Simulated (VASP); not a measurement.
# Cd (Fm-3m) in VASP: single point with LDA

Aim: the single point of Cd with LDA.

Program: VASP 6.6.1. These are calculated values, not measurements. Logs are shortened: lines on timing, memory, paths and dates and some standing lists are left out, and cuts for length are marked.

## Step 1: The cell of the first run

It takes space group Fm-3m (No. 225, cubic). The conventional cell has a = 4.064 Å, b = 4.064 Å, c = 4.064 Å, α = 90.00°, β = 90.00°, γ = 90.00°. Cd (site symmetry m-3m) has 12 Cd at 2.87 Å within 3.8 Å.

This isn't the form of Cd at room conditions, which is hcp.

## Step 2: Single point, LDA

Contents of INCAR:

```
SYSTEM = Cd
PREC = Accurate
ENCUT = 630
EDIFF = 1E-6
ISMEAR = -1
SIGMA = 0.05
LREAL = .FALSE.
LASPH = .TRUE.
NELM = 120
ALGO = Normal
ISIF = 2
LWAVE = .FALSE.
LCHARG = .FALSE.
NBANDS = 16
GGA_COMPAT = .FALSE.
```

Contents of KPOINTS:

```
regular mesh
0
G
  9 9 9
  0 0 0
```

Contents of POSCAR:

```
Cd
1.0
    0.0000000000      2.0317787558      2.0317787558
    2.0317787558      0.0000000000      2.0317787558
    2.0317787558      2.0317787558      0.0000000000
Cd
1
Direct
    0.0000000000      0.0000000000      0.0000000000
```

Potentials or basis: VASP PAW LDA potentials, release 64 (Cd_sv_GW).

On the command line:

```
cat potpaw_LDA.64/Cd_sv_GW/POTCAR > POTCAR
mpirun -np 1 vasp_std > vasp.out
```

OUTCAR:

```text
SYSTEM = Cd
   PREC = Accurate
   ENCUT = 630
   EDIFF = 1E-6
   ISMEAR = -1
   LREAL = .FALSE.
   LASPH = .TRUE.
   NELM = 120
   ISIF = 2

 ion  position               nearest neighbor table
   1  0.000  0.000  0.000-

  LATTYP: Found a face centered cubic cell.
 ALAT       =     4.0635575116

  Lattice vectors:

 A1 = (   0.0000000000,   2.0317787558,   2.0317787558)
 A2 = (   2.0317787558,   0.0000000000,   2.0317787558)
 A3 = (   2.0317787558,   2.0317787558,   0.0000000000)

Analysis of symmetry for initial positions (statically):
=====================================================================
 Subroutine PRICEL returns:
 Original cell was already a primitive cell.

 Routine SETGRP: Setting up the symmetry group for a
 face centered cubic supercell.

 Subroutine GETGRP returns: Found 48 space group operations
 (whereof 48 operations were pure point group operations)
 out of a pool of 48 trial point group operations.

The static configuration has the point symmetry O_h .

Analysis of symmetry for dynamics (positions and initial velocities):
=====================================================================
 Subroutine PRICEL returns:
 Original cell was already a primitive cell.

 Routine SETGRP: Setting up the symmetry group for a
 face centered cubic supercell.

 Subroutine GETGRP returns: Found 48 space group operations
 (whereof 48 operations were pure point group operations)
 out of a pool of 48 trial point group operations.

The dynamic configuration has the point symmetry O_h .

 Subroutine INISYM returns: Found 48 space group operations
 (whereof 48 operations are pure point group operations),
 and found     1 'primitive' translations

----------------------------------------------------------------------------------------

                                     Primitive cell

  volume of cell :      16.7749

  direct lattice vectors                    reciprocal lattice vectors
     0.000000000  2.031778756  2.031778756    -0.246089786  0.246089786  0.246089786
     2.031778756  0.000000000  2.031778756     0.246089786 -0.246089786  0.246089786
     2.031778756  2.031778756  0.000000000     0.246089786  0.246089786 -0.246089786

  length of vectors
     2.873369072  2.873369072  2.873369072     0.426240013  0.426240013  0.426240013

  position of ions in fractional coordinates (direct lattice)
     0.000000000  0.000000000  0.000000000

  ion indices of the primitive-cell ions
   primitive index   ion index
                 1           1

----------------------------------------------------------------------------------------

 KPOINTS: regular mesh

Automatic generation of k-mesh.
 Grid dimensions read from file:
 generate k-points for:    9    9    9

 Generating k-lattice:

  Cartesian coordinates                     Fractional coordinates (reciprocal lattice)
    -0.027343310  0.027343310  0.027343310     0.111111111  0.000000000  0.000000000
     0.027343310 -0.027343310  0.027343310     0.000000000  0.111111111  0.000000000
     0.027343310  0.027343310 -0.027343310     0.000000000  0.000000000  0.111111111

  Length of vectors
     0.047360001  0.047360001  0.047360001

  Shift w.r.t. Gamma in fractional coordinates (k-lattice)
     0.000000000  0.000000000  0.000000000

 Subroutine IBZKPT returns following result:
 ===========================================

 Found     35 irreducible k-points:

 Following reciprocal coordinates:
            Coordinates               Weight
  0.000000  0.000000  0.000000      1.000000
  0.111111  0.000000  0.000000      8.000000
  0.222222  0.000000  0.000000      8.000000
  0.333333  0.000000  0.000000      8.000000
  0.444444  0.000000  0.000000      8.000000
  0.111111  0.111111  0.000000      6.000000
[... 16 lines left out ...]
 -0.333333  0.333333  0.000000     12.000000
  0.444444  0.444444  0.000000      6.000000
 [... further k-points ...]
   k-points           NKPTS =     35   k-points in BZ     NKDIM =     35   number of bands    NBANDS=     16
   number of dos      NEDOS =    301   number of ions     NIONS =      1
   total plane-waves  NPLWV =  13824
   dimension x,y,z NGX =    24 NGY =   24 NGZ =   24
   dimension x,y,z NGXF=    48 NGYF=   48 NGZF=   48
   ions per type =               1
   NGX,Y,Z   is equivalent  to a cutoff of  13.89, 13.89, 13.89 a.u.
   NGXF,Y,Z  is equivalent  to a cutoff of  27.77, 27.77, 27.77 a.u.
 SYSTEM =  Cd
   PREC   = accura    normal or accurate (medium, high low for compatibility)
   ISTART =      0    job   : 0-new  1-cont  2-samecut
   ICHARG =      2    charge: 1-file 2-atom 10-const
   ISPIN  =      1    spin polarized calculation?
   LNONCOLLINEAR =      F non collinear calculations
   LSORBIT =      F    spin-orbit coupling
   LASPH  =      T    aspherical Exc in radial PAW
   ENCUT  =  630.0 eV  46.30 Ry    6.80 a.u.   5.88  5.88  5.88*2*pi/ulx,y,z
   NELM   =    120;   NELMIN=  2; NELMDL= -5     # of ELM steps
   EDIFF  = 0.1E-05   stopping-criterion for ELM
   LREAL  =      F    real-space projection
[... 7 lines left out ...]
   TEBEG  =    0.0;   TEEND  =   0.0 temperature during run
   PSTRESS=    0.0 pullay stress
   NELECT =      20.0000    total number of electrons
   NUPDOWN=      -1.0000    fix difference up-down
   EMIN   =  10.00;   EMAX   =-10.00  energy-range for DOS
   EFERMI =   0.00;   METHOD = LEGACY
   ISMEAR =    -1;   SIGMA  =   0.05  broadening in eV -4-tet -1-fermi 0-gaus
   EFERMI_NEDOS =   21; number of points for ismear=-14 and -15
   IALGO  =     38    algorithm
   IMIX   =      4    mixing-type and parameters
     AMIX     =   0.40;   BMIX     =  1.00
     AMIX_MAG =   1.60;   BMIX_MAG =  1.00
  volume/ion in A,a.u.               =      16.77       113.20
  Fermi-wavevector in a.u.,A,eV,Ry     =   1.735928  3.280429 41.000430  3.013447
  Thomas-Fermi vector in A             =   2.809440
   LORBIT       =      0    0 simple, 1 ext, 2 COOP (PROOUT), +10 PAW based schemes
   GGA     = CA    functional components
   LHFCALC =     F    Hartree Fock is set to
   AEXX    =    0.0000 exact exchange contribution
   IVDW    =     0    specifies the selected vdW correction
   LEPSILON=     F    determine dielectric tensor
   LRPA    =     F    only Hartree local field effects (RPA)
 non-spin polarized calculation
  energy-cutoff  :      630.00
  volume of cell :       16.77
 maximum number of plane-waves:       612
   NGX = 11   NGY = 11   NGZ = 11

 number of electron      20.0000011 magnetization

 Free energy of the ion-electron system (eV)
  ---------------------------------------------------
  ext. energy  EPLUGINS =         0.00000000
  ---------------------------------------------------
  free energy    TOTEN  =        -1.33441994 eV

  energy without entropy =       -1.33077342  energy(sigma->0) =       -1.33259668

 E-fermi :   9.4100     XC(G=0): -13.1751

 val. band max:        9.3448243605   @ k =  -0.4444   0.2222   0.0000
 cond. band min:       9.4819341144   @ k =   0.4444   0.0000   0.0000
 fundamental gap:      0.1371097539
 Fermi energy:         9.4099568711

 k-point     1 :       0.0000    0.0000    0.0000
  band No.  band energies     occupation
      1     -93.7268      2.00000
      2     -55.0421      2.00000
      3     -55.0421      2.00000
      4     -55.0421      2.00000
      5      -1.7638      2.00000
      6      -0.7394      2.00000
[... 8 lines left out ...]
     15      30.9330      0.00000
     16      30.9331      0.00000

 k-point     2 :       0.1111    0.0000    0.0000
  band No.  band energies     occupation
      1     -93.7255      2.00000
      2     -55.0551      2.00000
      3     -55.0440      2.00000
      4     -55.0440      2.00000
      5      -1.4230      2.00000
      6      -0.7467      2.00000
[... 8 lines left out ...]
     15      29.9359      0.00000
     16      30.7534      0.00000

 k-point     3 :       0.2222    0.0000    0.0000
  band No.  band energies     occupation
      1     -93.7221      2.00000
      2     -55.0885      2.00000
      3     -55.0492      2.00000
      4     -55.0492      2.00000
      5      -1.3026      2.00000
      6      -0.5671      2.00000
[... 8 lines left out ...]
     15      29.1858      0.00000
     16      29.7107      0.00000

 k-point     4 :       0.3333    0.0000    0.0000
  band No.  band energies     occupation
      1     -93.7183      2.00000
      2     -55.1264      2.00000
      3     -55.0552      2.00000
      4     -55.0552      2.00000
      5      -1.5543      2.00000
      6      -0.6388      2.00000
[... 8 lines left out ...]
     15      28.8240      0.00000
     16      28.8240      0.00000

 k-point     5 :       0.4444    0.0000    0.0000
  band No.  band energies     occupation
      1     -93.7158      2.00000
      2     -55.1509      2.00000
      3     -55.0591      2.00000
      4     -55.0591      2.00000
      5      -1.7288      2.00000
      6      -0.7272      2.00000
[... 8 lines left out ...]
     15      28.5339      0.00000
     16      28.5339      0.00000

 k-point     6 :       0.1111    0.1111    0.0000
  band No.  band energies     occupation
      1     -93.7250      2.00000
      2     -55.0547      2.00000
      3     -55.0471      2.00000
      4     -55.0471      2.00000
      5      -1.2838      2.00000
      6      -0.8825      2.00000
[... 8 lines left out ...]
     15      30.3419      0.00000
     16      31.2214      0.00000
[... 267 lines left out ...]
 k-point    21 :       0.4444    0.3333    0.0000
  band No.  band energies     occupation
      1     -93.7134      2.00000
      2     -55.1358      2.00000
      3     -55.0847      2.00000
      4     -55.0793      2.00000
      5      -1.6780      2.00000
      6      -1.5194      2.00000
[... 8 lines left out ...]
     15      25.1108      0.00000
     16      34.8076      0.00000

 k-point    22 :      -0.4444    0.3333    0.0000
  band No.  band energies     occupation
      1     -93.7122      2.00000
      2     -55.1354      2.00000
      3     -55.1010      2.00000
      4     -55.0780      2.00000
      5      -1.6095      2.00000
      6      -1.2591      2.00000
[... 8 lines left out ...]
     15      28.9288      0.00000
     16      33.5888      0.00000

 k-point    23 :      -0.3333    0.3333    0.0000
  band No.  band energies     occupation
      1     -93.7126      2.00000
      2     -55.1191      2.00000
      3     -55.1189      2.00000
      4     -55.0717      2.00000
      5      -1.3951      2.00000
      6      -0.7968      2.00000
[... 8 lines left out ...]
     15      32.5699      0.00000
     16      32.9854      0.00000

 k-point    24 :       0.4444    0.4444    0.0000
  band No.  band energies     occupation
      1     -93.7122      2.00000
      2     -55.1461      2.00000
      3     -55.0846      2.00000
      4     -55.0846      2.00000
      5      -1.8441      2.00000
      6      -1.7917      2.00000
[... 8 lines left out ...]
     15      22.9790      0.00000
     16      35.6672      0.00000

 [... further k-points ...]

------------------------ aborting loop because EDIFF is reached ----------------------------------------

  FORCE on cell =-STRESS in cart. coord.  units (eV):
  Direction    XX          YY          ZZ          XY          YZ          ZX
  --------------------------------------------------------------------------------------
  -------------------------------------------------------------------------------------
  Total        2.1117221      2.1117221      2.1117221      0.0000000      0.0000000     -0.0000000
  in kB      201.6917329    201.6917329    201.6917329      0.0000000      0.0000000     -0.0000000
  external PRESSURE =     201.6917329 kB  Pullay stress =       0.0000000 kB

 VOLUME and BASIS-vectors are now :
 -----------------------------------------------------------------------------
  energy-cutoff  :      630.00
  volume of cell :       16.77
      direct lattice vectors                 reciprocal lattice vectors
     0.000000000  2.031778756  2.031778756    -0.246089786  0.246089786  0.246089786
     2.031778756  0.000000000  2.031778756     0.246089786 -0.246089786  0.246089786
     2.031778756  2.031778756  0.000000000     0.246089786  0.246089786 -0.246089786

 POSITION                                       TOTAL-FORCE (eV/Angst)
 -----------------------------------------------------------------------------------
      0.00000      0.00000      0.00000        -0.000000      0.000000     -0.000000
 -----------------------------------------------------------------------------------
    total drift:                                0.000000      0.000000     -0.000000

  FREE ENERGIE OF THE ION-ELECTRON SYSTEM (eV)
  ---------------------------------------------------
  free  energy   TOTEN  =        -1.3344199358 eV

  energy  without entropy=       -1.3307734185  energy(sigma->0) =       -1.33259668
```

Run time: 8.5 s. Hardware: 1 thread of Intel Xeon Platinum 8259CL at 2.50GHz (Skylake/Cascade Lake), shared host; peak memory 0.14 GiB.

Results:

| Property | Result |
| --- | --- |
| Free energy | -1.3344 eV |
| Pressure | 20.2 GPa |
| Band gap on the k mesh | zero (bands 10 and 11 overlap by 1.07 eV) |

Levels at points of the mesh, in eV from the Fermi level:
```csv
k point,band 8,band 9,band 10,band 11,band 12,band 13
"(0.00, 0.00, 0.00)",-10.15,-9.35,-9.35,13.43,16.55,16.55
```

Caveat: the cell stands under pressure.

The gap in the log of VASP goes by the Fermi energy; the results here count the filled bands.